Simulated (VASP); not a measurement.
# WS2: single point with LDA+U

WS2:

```
CELL_PARAMETERS angstrom
3.18000 0.00000 0.00000
-1.59000 2.75396 0.00000
0.00000 0.00000 12.50000
ATOMIC_POSITIONS crystal
W 0.33333 0.66667 0.25000
W 0.66667 0.33333 0.75000
S 0.33333 0.66667 0.62000
S 0.66667 0.33333 0.12000
S 0.33333 0.66667 0.88000
S 0.66667 0.33333 0.38000
```

```
Program                : VASP 6.6.1
Task                   : single point
Functional             : LDA
Potentials or basis    : VASP PAW LDA potentials, release 64 (W_sv, S)
Cutoff                 : 500 eV
k mesh                 : 8 × 8 × 2
Occupations            : gaussian, width 0.05 eV
Spin                   : collinear spin
Starting moments       : [2.0, 2.0, 0.0, 0.0, 0.0, 0.0] μB
Hubbard terms          : W d U = 2.0 eV
Dipole correction      : no
Further INCAR settings : ALGO = Normal; EDIFF = 1e-06; NBANDS = 39
```

The pressure is -9.7 GPa. The largest force is 1.275 eV/Å, the band gap on the k mesh is 1.10 eV (least direct gap 2.20 eV) and the net moment is 0.00 μB per cell. The valence electrons inside the program's atomic spheres are W 11.92; S 3.69.

Forces in eV/Å, atoms in the order of the input:
```
W    0.000  0.000  0.000
W    0.000  0.000  0.000
S    0.000  0.000  1.275
S    0.000  0.000  1.275
S    0.000  0.000 -1.275
S    0.000  0.000 -1.275
```

Stress tensor (GPa, compression positive):
```
 -8.06   0.00   0.00
  0.00  -8.06   0.00
  0.00   0.00 -12.93
```

Levels at points of the mesh, in eV from the valence-band top:
Spin up:
| k point | band 22 | band 23 | band 24 | band 25 | band 26 | band 27 | band 28 | band 29 | band 30 | band 31 |
| --- | --- | --- | --- | --- | --- | --- | --- | --- | --- | --- |
| (0.00, 0.00, 0.00) | -1.76 | -1.76 | -1.39 | -1.19 | 0.00 | 2.31 | 2.31 | 2.40 | 2.40 | 2.41 |
| (0.50, 0.00, 0.00) | -2.62 | -1.68 | -1.53 | -1.45 | -1.36 | 2.44 | 2.48 | 2.54 | 2.92 | 3.03 |
| (0.00, 0.00, 0.50) | -1.79 | -1.79 | -1.79 | -0.29 | -0.29 | 2.36 | 2.36 | 2.36 | 2.36 | 2.45 |
| (0.50, 0.00, 0.50) | -2.75 | -1.56 | -1.56 | -1.43 | -1.43 | 2.46 | 2.46 | 2.76 | 2.76 | 3.37 |
Spin down:
| k point | band 22 | band 23 | band 24 | band 25 | band 26 | band 27 | band 28 | band 29 | band 30 | band 31 |
| --- | --- | --- | --- | --- | --- | --- | --- | --- | --- | --- |
| (0.00, 0.00, 0.00) | -1.76 | -1.76 | -1.39 | -1.19 | 0.00 | 2.31 | 2.31 | 2.40 | 2.40 | 2.42 |
| (0.50, 0.00, 0.00) | -2.62 | -1.68 | -1.53 | -1.45 | -1.36 | 2.44 | 2.48 | 2.54 | 2.92 | 3.03 |
| (0.00, 0.00, 0.50) | -1.79 | -1.79 | -1.79 | -0.29 | -0.29 | 2.36 | 2.36 | 2.36 | 2.36 | 2.45 |
| (0.50, 0.00, 0.50) | -2.75 | -1.56 | -1.56 | -1.43 | -1.43 | 2.46 | 2.46 | 2.76 | 2.76 | 3.37 |

Eigenvalues of the final occupation matrices:
```csv
site,spin,trace,eigenvalues
site 1 d,1,1.68,0.32 0.32 0.34 0.34 0.36
site 1 d,2,1.68,0.32 0.32 0.34 0.34 0.36
site 2 d,1,1.68,0.32 0.32 0.34 0.34 0.36
site 2 d,2,1.68,0.32 0.32 0.34 0.34 0.36
```

Wall time 3.1 min on 1 thread of Oxide Virtual Turin-like Processor (shared host), peak memory 0.23 GiB.

Caveat: the cell stands under tension; spin-orbit coupling is left out, which moves the levels of the heavy elements; forces of over 1 eV/Å act on the atoms, so gaps and moduli don't describe the material at rest. A k mesh can miss the band edges.
